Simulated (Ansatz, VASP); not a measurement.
Ti in VASP and in Ansatz

```
Ti
1.0
     1.44690    0.83537    6.92377
    -1.44690    0.83537    6.92377
     0.00000   -1.67073    6.92377
Ti
3
Direct
  0.00000 0.00000 0.00000
  0.22276 0.22276 0.22276
  0.77724 0.77724 0.77724
```

Alike in both runs: functional PBEsol; k mesh 9 × 9 × 9; occupations gaussian, width 0.1 eV; no spin polarisation.

Ansatz relaxed the structure, and its values are those at the end. VASP's run is a single point on that final structure, the one shown.

|  | VASP | Ansatz |
| --- | --- | --- |
| version | VASP 6.6.1 | Ansatz 0.2.0 |
| potentials or method | VASP PAW PBE potentials, release 64 (Ti_sv), cutoff 520 eV | scalar-relativistic, plane waves, PAW |
| valence electrons in the cell | 36 | 36 |

```csv
,VASP,Ansatz,Ansatz less VASP
gap on the k mesh at the Fermi level (eV),none,none,-
pressure (GPa),-0.1,0.1,+0.27
rms of the force components (eV/Å),0.007,0.007,-0.0001
```

VASP's potentials were made for PBE, not for PBEsol. A gap of «none» marks a metal or a gap that the smearing closes. With one functional, cell and mesh, what is left measures potentials, basis and numerics.
